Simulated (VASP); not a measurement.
# NaF (Villiaumite): vibrations by perturbation theory with PBE

The system is NaF (Villiaumite).

```
Na F
1.0
     0.00000    2.32000    2.32000
     2.32000    0.00000    2.32000
     2.32000    2.32000    0.00000
Na F
1 1
Direct
  0.00000 0.00000 0.00000
  0.50000 0.50000 0.50000
```

```json
{"Program": "VASP 6.6.1", "Task": "vibrations by perturbation theory", "Functional": "PBE", "Potentials or basis": "VASP PAW PBE potentials, release 64 (Na_pv, F)", "Cutoff": "600 eV", "k mesh": "3 × 3 × 3", "Occupations": "gaussian, width 0.01 eV", "Spin": "no spin polarisation", "Dipole correction": "no", "Further INCAR settings": "ALGO = Normal; EDIFF = 1e-08; IBRION = 8; NSW = 1"}
```

```yaml
Highest_phonon_frequency_at_Γ_LO-TO_splitting_left_out: 249 cm⁻¹
```

Phonon frequencies in cm⁻¹ (negative: imaginary):
| q point | frequencies |
| --- | --- |
| (0.000, 0.000, 0.000) | -1 -1 -1 249 249 249 |

Wall time 59 s on 1 thread of AMD EPYC 7R13, on a shared host, peak memory 0.13 GiB.

Caveat: the k points lie up to 0.78 Å⁻¹ apart; the cell wasn't relaxed at this level first, which shifts response properties.
